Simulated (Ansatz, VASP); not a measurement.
**Two plane-wave programs on SrTiO3**

```
Sr Ti O
1.0
     3.82871    0.00000    0.00000
     0.00000    3.82871    0.00000
     0.00000    0.00000    3.82871
Sr Ti O
1 1 3
Cartesian
  0.0000 0.0000 0.0000
  1.9144 1.9144 1.9144
  1.9144 1.9144 0.0000
  1.9144 0.0000 1.9144
  0.0000 1.9144 1.9144
```

Change from the starting cell: hydrostatic strain -2.0%.

Alike in both runs: task single point; functional HSE06; k mesh 4 × 4 × 4; no spin polarisation.

|  | VASP | Ansatz |
| --- | --- | --- |
| version | VASP 6.6.1 | Ansatz 0.2.0 |
| potentials or method | VASP PAW PBE potentials, release 64 (Sr_sv, Ti_sv, O) | plane waves, PAW |
| plane-wave cutoff (eV) | 520 | 420 |
| occupations | gaussian, width 0.01 eV | fixed |
| valence electrons in the cell | 40 | 40 |

|  | VASP | Ansatz | Ansatz less VASP |
| --- | --- | --- | --- |
| gap on the k mesh at the Fermi level (eV) | 3.43 | 3.47 | +0.041 |
| pressure (GPa) | 11.9 | 11.1 | -0.74 |

Ansatz's warnings: stress exchange threshold loose, stress scf threshold loose.
